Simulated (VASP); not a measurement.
## BeTe: single point with PBE

Crystal: BeTe.

```xyz
2
Lattice="0.0000 2.7944 2.7944 2.7944 0.0000 2.7944 2.7944 2.7944 0.0000" Properties=species:S:1:pos:R:3 pbc="T T T"
Be    0.0000    0.0000    0.0000
Te    1.3972    1.3972    1.3972
```

```json
{
 "Program": "VASP 6.6.1",
 "Task": "single point",
 "Functional": "PBE",
 "Potentials or basis": "VASP PAW PBE potentials, release 64 (Be, Te)",
 "Cutoff": "600 eV",
 "k mesh": "6 × 6 × 6",
 "Occupations": "gaussian, width 0.01 eV",
 "Spin": "no spin polarisation",
 "Dipole correction": "no",
 "Further INCAR settings": "ALGO = Normal; EDIFF = 1e-06; NBANDS = 11"
}
```

```json
{
  "Pressure": "2.7 GPa",
  "Band gap on the k mesh": "1.91 eV, indirect (least direct gap 3.59 eV)"
}
```

Levels at points of the mesh, in eV from the valence-band top:
```
           k point  band 1  band 2  band 3  band 4  band 5  band 6  band 7  band 8
(0.00, 0.00, 0.00)  -12.45    0.00    0.00    0.00    3.59    3.59    3.59    3.99
(0.50, 0.00, 0.00)  -11.05   -5.69   -1.17   -1.17    3.14    4.58    4.58    7.81
(0.50, 0.50, 0.00)  -10.53   -5.24   -2.73   -2.73    1.91    2.63    9.85    9.85
```

It took 5.2 s on 1 thread of Intel(R) Xeon(R) 6975P-C (Granite Rapids), on a shared host, peak memory 0.17 GiB.

Caveat: spin-orbit coupling is left out, which moves the levels of the heavy elements. A k mesh can miss the band edges.
